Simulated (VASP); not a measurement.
# Be3ZnSe4 (P3m1) in VASP: further runs

Be3ZnSe4 is run at these levels: PBE; tasks: relaxation of cell and atoms, relaxation of shape and atoms at fixed volume.

All numbers are computed with VASP 6.6.1; they aren't measurements. Logs are shortened: lines on timing, memory, paths and dates and some standing lists are left out, and cuts for length are marked.

## Step 1: The cell of the first run

Symmetry: P3m1, No. 156, trigonal system. Conventional cell: a = 3.747 Å, b = 3.747 Å, c = 12.412 Å, α = 90.00°, β = 90.00°, γ = 120.00°. Within 3.0 Å of Be (site symmetry 3m) lie 4 Se at 2.25 to 2.28 Å. Within 3.0 Å of Be (site symmetry 3m) lie 4 Se at 2.24 to 2.28 Å. Be (site symmetry 3m) has 4 Se at 2.25 to 2.28 Å within 3.0 Å. Within 3.2 Å of Zn (site symmetry 3m) lie 4 Se at 2.40 to 2.46 Å. Within 3.0 Å of Se (site symmetry 3m) lie 4 Be at 2.25 to 2.28 Å. Within 3.0 Å of Se (site symmetry 3m) lie 1 Be at 2.24 Å and 3 Zn at 2.40 Å. Se (site symmetry 3m) has 4 Be at 2.25 to 2.28 Å within 3.0 Å. Within 3.0 Å of Se (site symmetry 3m) lie 3 Be at 2.28 Å and 1 Zn at 2.46 Å.

## Step 2: Relaxation of cell and atoms, PBE

File INCAR:

```
SYSTEM = Be3ZnSe4
PREC = Accurate ; ENCUT = 600
EDIFF = 1E-7 ; ISMEAR = 0
SIGMA = 0.02 ; LREAL = .FALSE.
LASPH = .TRUE. ; NELM = 100
ALGO = Normal ; ISIF = 3
LWAVE = .FALSE. ; LCHARG = .FALSE.
GGA = PE ; IBRION = 2
NSW = 100 ; EDIFFG = -0.01
```

File KPOINTS:

```
regular mesh
0
G
  6 6 2
  0 0 0
```

File POSCAR:

```
Be3ZnSe4
1.0
    3.7472541000      0.0000000000      0.0000000000
   -1.8736271000      3.2452173000      0.0000000000
    0.0000000000      0.0000000000     12.4116806000
Be Zn Se
3 1 4
Direct
    0.6666667000      0.3333333000      0.0125380000
    0.6666667000      0.3333333000      0.4928060000
    0.0000000000      0.0000000000      0.2531180000
    0.0000000000      0.0000000000      0.7562110000
    0.6666667000      0.3333333000      0.1939280000
    0.6666667000      0.3333333000      0.6729290000
    0.0000000000      0.0000000000      0.4343310000
    0.0000000000      0.0000000000      0.9541390000
```

Potentials or basis: VASP PAW PBE potentials, release 64 (Be, Zn, Se).

The run is started by

```console
> cat potpaw_PBE.64/Be/POTCAR potpaw_PBE.64/Zn/POTCAR potpaw_PBE.64/Se/POTCAR > POTCAR
> mpirun -np 1 vasp_std > vasp.out
```

OUTCAR:

```text
SYSTEM = Be3ZnSe4
   PREC = Accurate
   ENCUT = 600
   EDIFF = 1E-7
   ISMEAR = 0
   LREAL = .FALSE.
   LASPH = .TRUE.
   NELM = 100
   ISIF = 3
   GGA = PE
   IBRION = 2
   NSW = 100
   EDIFFG = -0.01

 ion  position               nearest neighbor table
   1  0.667  0.333  0.013-   5 2.25   8 2.28   8 2.28   8 2.28
   2  0.667  0.333  0.493-   6 2.24   7 2.28   7 2.28   7 2.28
   3  0.000  0.000  0.253-   7 2.25   5 2.28   5 2.28   5 2.28
   4  0.000  0.000  0.756-   6 2.40   6 2.40   6 2.40   8 2.46
   5  0.667  0.333  0.194-   1 2.25   3 2.28   3 2.28   3 2.28
   6  0.667  0.333  0.673-   2 2.24   4 2.40   4 2.40   4 2.40
   7  0.000  0.000  0.434-   3 2.25   2 2.28   2 2.28   2 2.28
   8  0.000  0.000  0.954-   1 2.28   1 2.28   1 2.28   4 2.46

  LATTYP: Found a hexagonal cell.
 ALAT       =     3.7472541000
 C/A-ratio  =     3.3122068237

  Lattice vectors:

 A1 = (   3.7472541000,   0.0000000000,   0.0000000000)
 A2 = (  -1.8736271000,   3.2452173000,   0.0000000000)
 A3 = (   0.0000000000,   0.0000000000,  12.4116806000)

Analysis of symmetry for initial positions (statically):
=====================================================================
 Subroutine PRICEL returns:
 Original cell was already a primitive cell.

 Routine SETGRP: Setting up the symmetry group for a
 hexagonal supercell.

 Subroutine GETGRP returns: Found  6 space group operations
 (whereof  6 operations were pure point group operations)
 out of a pool of 24 trial point group operations.

The static configuration has the point symmetry C_3v.

Analysis of symmetry for dynamics (positions and initial velocities):
=====================================================================
 Subroutine PRICEL returns:
 Original cell was already a primitive cell.

 Routine SETGRP: Setting up the symmetry group for a
 hexagonal supercell.

 Subroutine GETGRP returns: Found  6 space group operations
 (whereof  6 operations were pure point group operations)
 out of a pool of 24 trial point group operations.

The dynamic configuration has the point symmetry C_3v.

 Subroutine INISYM returns: Found  6 space group operations
 (whereof  6 operations are pure point group operations),
 and found     1 'primitive' translations

----------------------------------------------------------------------------------------

                                     Primitive cell

  volume of cell :     150.9342

  direct lattice vectors                    reciprocal lattice vectors
     3.747254100  0.000000000  0.000000000     0.266862074  0.154072892  0.000000000
    -1.873627100  3.245217300  0.000000000     0.000000000  0.308145775  0.000000000
     0.000000000  0.000000000 12.411680600     0.000000000  0.000000000  0.080569266

  length of vectors
     3.747254100  3.747254173 12.411680600     0.308145781  0.308145775  0.080569266

  position of ions in fractional coordinates (direct lattice)
     0.666666700  0.333333300  0.012538000
     0.666666700  0.333333300  0.492806000
     0.000000000  0.000000000  0.253118000
     0.000000000  0.000000000  0.756211000
     0.666666700  0.333333300  0.193928000
     0.666666700  0.333333300  0.672929000
     0.000000000  0.000000000  0.434331000
     0.000000000  0.000000000  0.954139000

  ion indices of the primitive-cell ions
   primitive index   ion index
[... 79 lines left out ...]
   PSTRESS=    0.0 pullay stress
   NELECT =      42.0000    total number of electrons
   NUPDOWN=      -1.0000    fix difference up-down
   EMIN   =  10.00;   EMAX   =-10.00  energy-range for DOS
   EFERMI =   0.00;   METHOD = LEGACY
   ISMEAR =     0;   SIGMA  =   0.02  broadening in eV -4-tet -1-fermi 0-gaus
   EFERMI_NEDOS =   21; number of points for ismear=-14 and -15
   IALGO  =     38    algorithm
   IMIX   =      4    mixing-type and parameters
     AMIX     =   0.40;   BMIX     =  1.00
     AMIX_MAG =   1.60;   BMIX_MAG =  1.00
  volume/ion in A,a.u.               =      18.87       127.32
  Fermi-wavevector in a.u.,A,eV,Ry     =   1.068797  2.019734 15.542317  1.142328
  Thomas-Fermi vector in A             =   2.204457
   LORBIT       =      0    0 simple, 1 ext, 2 COOP (PROOUT), +10 PAW based schemes
   GGA     = PE    functional components
   LHFCALC =     F    Hartree Fock is set to
   AEXX    =    0.0000 exact exchange contribution
   IVDW    =     0    specifies the selected vdW correction
   LEPSILON=     F    determine dielectric tensor
   LRPA    =     F    only Hartree local field effects (RPA)
 conjugate gradient relaxation of ions
 non-spin polarized calculation
 Gauss-broadening in eV      SIGMA  =   0.02
  energy-cutoff  :      600.00
  volume of cell :      150.93
 maximum number of plane-waves:      5102
 NGX is ok and might be reduce to    30
   NGX = 15   NGY = 15   NGZ = 49

--------------------------------------- Ionic step        1  -------------------------------------------

 number of electron      41.9999995 magnetization

 Free energy of the ion-electron system (eV)
  ---------------------------------------------------
  ext. energy  EPLUGINS =         0.00000000
  ---------------------------------------------------
  free energy    TOTEN  =       -32.26193371 eV

  energy without entropy =      -32.26193371  energy(sigma->0) =      -32.26193371

------------------------ aborting loop because EDIFF is reached ----------------------------------------

  FORCE on cell =-STRESS in cart. coord.  units (eV):
  Direction    XX          YY          ZZ          XY          YZ          ZX
  --------------------------------------------------------------------------------------
  -------------------------------------------------------------------------------------
  Total        0.1659797      0.1659797      0.1521449     -0.0000000     -0.0000000      0.0000000
  in kB        1.7618870      1.7618871      1.6150299     -0.0000000     -0.0000000      0.0000000
  external PRESSURE =       1.7129347 kB  Pullay stress =       0.0000000 kB

 VOLUME and BASIS-vectors are now :
 -----------------------------------------------------------------------------
  energy-cutoff  :      600.00
  volume of cell :      150.93
      direct lattice vectors                 reciprocal lattice vectors
     3.747254100  0.000000000  0.000000000     0.266862074  0.154072892  0.000000000
    -1.873627100  3.245217300  0.000000000     0.000000000  0.308145775  0.000000000
     0.000000000  0.000000000 12.411680600     0.000000000  0.000000000  0.080569266

 POSITION                                       TOTAL-FORCE (eV/Angst)
 -----------------------------------------------------------------------------------
      1.87363      1.08174      0.15562         0.000000     -0.000000     -0.003496
      1.87363      1.08174      6.11655         0.000000     -0.000000      0.002341
      0.00000      0.00000      3.14162         0.000000     -0.000000      0.004878
      0.00000      0.00000      9.38585         0.000000     -0.000000      0.007472
      1.87363      1.08174      2.40697         0.000000     -0.000000     -0.001232
      1.87363      1.08174      8.35218        -0.000000      0.000000     -0.015425
      0.00000      0.00000      5.39078         0.000000      0.000000     -0.003560
      0.00000      0.00000     11.84247         0.000000      0.000000      0.009023
 -----------------------------------------------------------------------------------
    total drift:                               -0.000127      0.000071     -0.001884

  FREE ENERGIE OF THE ION-ELECTRON SYSTEM (eV)
  ---------------------------------------------------
  free  energy   TOTEN  =       -32.2619337131 eV

  energy  without entropy=      -32.2619337131  energy(sigma->0) =      -32.26193371

--------------------------------------- Ionic step        2  -------------------------------------------

 number of electron      41.9999996 magnetization

 Free energy of the ion-electron system (eV)
  ---------------------------------------------------
  ext. energy  EPLUGINS =         0.00000000
  ---------------------------------------------------
  free energy    TOTEN  =       -32.26211989 eV

  energy without entropy =      -32.26211989  energy(sigma->0) =      -32.26211989

 E-fermi :   3.1755     XC(G=0):  -9.3035

 val. band max:        3.0778713847   @ k =   0.0000   0.0000   0.0000
 cond. band min:       5.6736512347   @ k =   0.5000   0.0000   0.0000
 fundamental gap:      2.5957798500
 Fermi energy:         3.1754780409

 k-point     1 :       0.0000    0.0000    0.0000
  band No.  band energies     occupation
      1     -10.8823      2.00000
      2     -10.4483      2.00000
      3     -10.3079      2.00000
      4      -9.7242      2.00000
      5      -3.6913      2.00000
      6      -3.6913      2.00000
[... 395 lines left out ...]
     25       8.0277      0.00000
     26       8.1504      0.00000

------------------------ aborting loop because EDIFF is reached ----------------------------------------

  FORCE on cell =-STRESS in cart. coord.  units (eV):
  Direction    XX          YY          ZZ          XY          YZ          ZX
  --------------------------------------------------------------------------------------
  -------------------------------------------------------------------------------------
  Total       -0.0312015     -0.0312015     -0.0368687      0.0000000     -0.0000000      0.0000000
  in kB       -0.3302408     -0.3302408     -0.3902239      0.0000000     -0.0000000      0.0000000
  external PRESSURE =      -0.3502351 kB  Pullay stress =       0.0000000 kB

 VOLUME and BASIS-vectors are now :
 -----------------------------------------------------------------------------
  energy-cutoff  :      600.00
  volume of cell :      151.38
      direct lattice vectors                 reciprocal lattice vectors
     3.751004774 -0.000000000  0.000000000     0.266595235  0.153918832  0.000000000
    -1.875502437  3.248465479 -0.000000000     0.000000000  0.307837656  0.000000000
     0.000000000 -0.000000000 12.423068124    -0.000000000  0.000000000  0.080495413

 POSITION                                       TOTAL-FORCE (eV/Angst)
 -----------------------------------------------------------------------------------
      1.87550      1.08282      0.15559        -0.000000      0.000000      0.001551
      1.87550      1.08282      6.12228        -0.000000     -0.000000     -0.001510
     -1.87550      3.24847      3.14474        -0.000000      0.000000      0.003613
     -1.87550      3.24847      9.39482        -0.000000      0.000000     -0.005041
      1.87550      1.08282      2.40912        -0.000000      0.000000     -0.001946
      1.87550      1.08282      8.35910         0.000000     -0.000000      0.002170
      0.00000     -0.00000      5.39555        -0.000000     -0.000000     -0.002846
      0.00000     -0.00000     11.85377        -0.000000      0.000000      0.004009
 -----------------------------------------------------------------------------------
    total drift:                               -0.000127      0.000071     -0.001869

  FREE ENERGIE OF THE ION-ELECTRON SYSTEM (eV)
  ---------------------------------------------------
  free  energy   TOTEN  =       -32.2621198943 eV

  energy  without entropy=      -32.2621198943  energy(sigma->0) =      -32.26211989

 reached required accuracy - stopping structural energy minimisation
```

Run time: 4.4 min. Hardware: 1 thread of Intel Xeon 8259CL, shared host; peak memory 0.33 GiB.

What came out:

```
Free energy                            : -32.2621 eV
Relaxed volume                         : 18.92 Å³/atom
Relaxed cell                           : a = 3.751 Å, b = 3.751 Å, c = 12.423 Å, α = 90.00°, β = 90.00°, γ = 120.00°
Space group after relaxing (to 0.05 Å) : P3m1 (No. 156)
Energy gained by relaxing              : 0.0 meV/atom
Ionic steps                            : 2
Pressure after relaxing                : 0.0 GPa
Largest force after relaxing           : 0.005 eV/Å
Band gap on the k mesh                 : 2.60 eV, indirect (least direct gap 2.62 eV)
```

Forces in eV/Å, atoms in the order of the input:
```
Be   0.000  0.000  0.002
Be   0.000  0.000 -0.002
Be   0.000  0.000  0.004
Zn   0.000  0.000 -0.005
Se   0.000  0.000 -0.002
Se   0.000  0.000  0.002
Se   0.000  0.000 -0.003
Se   0.000  0.000  0.004
```

Step by step:
| step | energy change (eV) | largest force (eV/Å) | pressure (GPa) | volume (Å³) |
| --- | --- | --- | --- | --- |
| 1 | 0.0000 | 0.0154 | 0.17 | 150.93 |
| 2 | -0.0002 | 0.0050 | -0.04 | 151.38 |

Final structure:
```xyz
8
Lattice="3.7510 0.0000 0.0000 -1.8755 3.2485 0.0000 0.0000 0.0000 12.4231" Properties=species:S:1:pos:R:3 pbc="T T T"
Be    1.8755    1.0828    0.1556
Be    1.8755    1.0828    6.1223
Be   -1.8755    3.2485    3.1447
Zn   -1.8755    3.2485    9.3948
Se    1.8755    1.0828    2.4091
Se    1.8755    1.0828    8.3591
Se    0.0000    0.0000    5.3956
Se    0.0000    0.0000   11.8538
```

Levels at points of the mesh, in eV from the valence-band top:
| k point | band 17 | band 18 | band 19 | band 20 | band 21 | band 22 | band 23 | band 24 | band 25 | band 26 |
| --- | --- | --- | --- | --- | --- | --- | --- | --- | --- | --- |
| (0.00, 0.00, 0.00) | -0.88 | -0.88 | -0.62 | 0.00 | 0.00 | 2.62 | 3.10 | 3.50 | 3.73 | 4.32 |
| (0.50, 0.00, 0.00) | -2.48 | -2.42 | -2.18 | -2.05 | -1.12 | 2.60 | 2.81 | 3.21 | 3.98 | 4.08 |
| (0.00, 0.00, 0.50) | -1.34 | -0.80 | -0.80 | -0.02 | -0.02 | 3.11 | 3.22 | 3.42 | 3.82 | 4.36 |
| (0.50, 0.00, 0.50) | -2.63 | -2.23 | -2.04 | -1.88 | -1.20 | 2.63 | 2.87 | 2.98 | 3.46 | 4.72 |

A k mesh can miss the band edges. A hybrid or GW would open this gap; PBE tends to underestimate it.

## Step 3: Relaxation of shape and atoms at fixed volume, PBE (volume scaled by 1.03)

File INCAR:

```
PREC = Accurate ; ENCUT = 600
EDIFF = 1E-6 ; ISMEAR = 0
SIGMA = 0.02 ; LREAL = False
LASPH = True ; NELM = 60
ALGO = Normal ; ISIF = 4
LWAVE = False ; LCHARG = False
GGA = PE ; IBRION = 2
NSW = 50 ; EDIFFG = -0.01
```

File KPOINTS:

```
regular mesh
0
Gamma
  6 6 2
```

File POSCAR:

```
Be3ZnSe4
1.0
    3.7843580708      0.0000000292      0.0000000000
   -1.8921790607      3.2773502118      0.0000000000
    0.0000000000      0.0000000000     12.5345765192
Be Zn Se
3 1 4
Direct
    0.6666666667      0.3333333333      0.0125380000
    0.6666666667      0.3333333333      0.4928060000
    0.0000000000      0.0000000000      0.2531180000
    0.0000000000      0.0000000000      0.7562110000
    0.6666666667      0.3333333333      0.1939280000
    0.6666666667      0.3333333333      0.6729290000
    0.0000000000      0.0000000000      0.4343310000
    0.0000000000      0.0000000000      0.9541390000
```

Potentials or basis: VASP PAW PBE potentials, release 64 (Be, Zn, Se).

The run is started by

```console
> cat potpaw_PBE.64/Be/POTCAR potpaw_PBE.64/Zn/POTCAR potpaw_PBE.64/Se/POTCAR > POTCAR
> mpirun -np 1 vasp_std > vasp.out
```

Run time: 6.6 min. Hardware: 1 thread of Intel Xeon 8259CL, shared host; peak memory 0.33 GiB.

The run converged. Its results:

```
Free energy                  : -32.2389 eV
Energy gained by relaxing    : 0.1 meV/atom
Ionic steps                  : 5
Pressure after relaxing      : -1.8 GPa
Largest force after relaxing : 0.008 eV/Å
Band gap on the k mesh       : 2.52 eV, direct
```

Forces in eV/Å, atoms in the order of the input:
```
Be   0.000  0.000 -0.003
Be   0.000  0.000  0.002
Be   0.000  0.000  0.008
Zn   0.000  0.000  0.001
Se   0.000  0.000 -0.004
Se   0.000  0.000 -0.003
Se   0.000  0.000  0.003
Se   0.000  0.000 -0.004
```

The path:
```csv
step,energy change (eV),largest force (eV/Å),pressure (GPa),volume (Å³)
1,0.0000,0.0669,-1.80,155.46
2,-0.0003,0.0319,-1.79,155.46
3,-0.0004,0.0165,-1.78,155.46
4,-0.0004,0.0107,-1.77,155.46
5,-0.0004,0.0076,-1.77,155.46
```

Final structure:
```
CELL_PARAMETERS angstrom
3.78668 0.00000 0.00000
-1.89334 3.27936 0.00000
0.00000 0.00000 12.51924
ATOMIC_POSITIONS crystal
Be 0.66667 0.33333 0.01258
Be 0.66667 0.33333 0.49299
Be 0.00000 0.00000 0.25314
Zn 0.00000 0.00000 0.75563
Se 0.66667 0.33333 0.19396
Se 0.66667 0.33333 0.67327
Se 0.00000 0.00000 0.43435
Se 0.00000 0.00000 0.95408
```

Levels at points of the mesh, in eV from the valence-band top:
```
           k point  band 19  band 20  band 21  band 22  band 23  band 24
(0.00, 0.00, 0.00)    -0.57     0.00     0.00     2.52     3.05     3.45
(0.50, 0.00, 0.00)    -2.07    -1.95    -1.07     2.63     2.87     3.25
(0.00, 0.00, 0.50)    -0.75    -0.02    -0.02     3.07     3.15     3.36
(0.50, 0.00, 0.50)    -1.93    -1.78    -1.15     2.66     2.93     3.03
```

Caveat: the cell differs from its parent crystal (volume scaled by 1.03). A k mesh can miss the band edges.

(Part 1 of 2 ends here.)
